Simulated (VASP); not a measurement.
Set up this calculation in VASP 6.6.1, as the native input.

```yaml
Task: relaxation of cell and atoms
Functional: LDA
Potentials_or_basis: VASP PAW LDA potentials, release 64 (K_sv, Mg, F)
Cutoff: 600 eV
k_mesh: 6 × 6 × 6
Occupations: fermi-dirac, width 0.02 eV
Spin: no spin polarisation
Dipole_correction: no
Further_INCAR_settings: ALGO = Normal; EDIFF = 1e-07; IBRION = 2; EDIFFG = -0.005; NSW = 80; ISIF = 3
```

The structure of KMgF3 lies in POSCAR:

```
KMgF3
1.0
    4.0541864023      0.0000000000      0.0000000000
    0.0000000000      4.0541864023      0.0000000000
    0.0000000000      0.0000000000      4.0541864023
K Mg F
1 1 3
Direct
    0.5000000000      0.5000000000      0.5000000000
    0.0000000000      0.0000000000      0.0000000000
    0.5000000000      0.0000000000      0.0000000000
    0.0000000000      0.5000000000      0.0000000000
    0.0000000000      0.0000000000      0.5000000000
```

One way to write it, as run:

INCAR

```
ALGO     = Normal         # electronic algorithm
EDIFF    = 1E-7           # SCF threshold, eV
EDIFFG   = -0.005         # ionic threshold
ENCUT    = 600            # plane-wave cutoff, eV
GGA      = CA             # functional
IBRION   = 2              # ionic algorithm
ISIF     = 3              # what is computed and relaxed
ISMEAR   = -1             # smearing method
LASPH    = True           # aspherical terms in the spheres
LCHARG   = False          # write CHGCAR
LREAL    = False          # projectors in reciprocal space
LWAVE    = False          # write WAVECAR
NELM     = 60             # most SCF steps
NSW      = 80             # ionic steps
PREC     = Accurate       # precision mode
SIGMA    = 0.02           # smearing width, eV
```

KPOINTS

```
k-points
0
Gamma
  6 6 6
```

Potentials or basis: VASP PAW LDA potentials, release 64 (K_sv, Mg, F).

The run is started by

```bash
$ cat potpaw_LDA.64/K_sv/POTCAR potpaw_LDA.64/Mg/POTCAR potpaw_LDA.64/F/POTCAR > POTCAR
$ mpirun -np 1 vasp_std > vasp.out
```

Results of the run:

The relaxed volume is 11.79 Å³/atom. The relaxed cell is a = 3.892 Å, b = 3.892 Å, c = 3.892 Å, α = 90.00°, β = 90.00°, γ = 90.00° and the space group after relaxing (to 0.1 Å) is Pm-3m (No. 221). The energy gained by relaxing is 44.3 meV/atom, the ionic steps are 5 and the pressure after relaxing is 0.0 GPa. The band gap on the k mesh is 7.52 eV (least direct gap 7.84 eV).

Run time: 2.2 min on 1 thread of Intel Xeon 8259CL (shared host), peak memory 0.18 GiB.
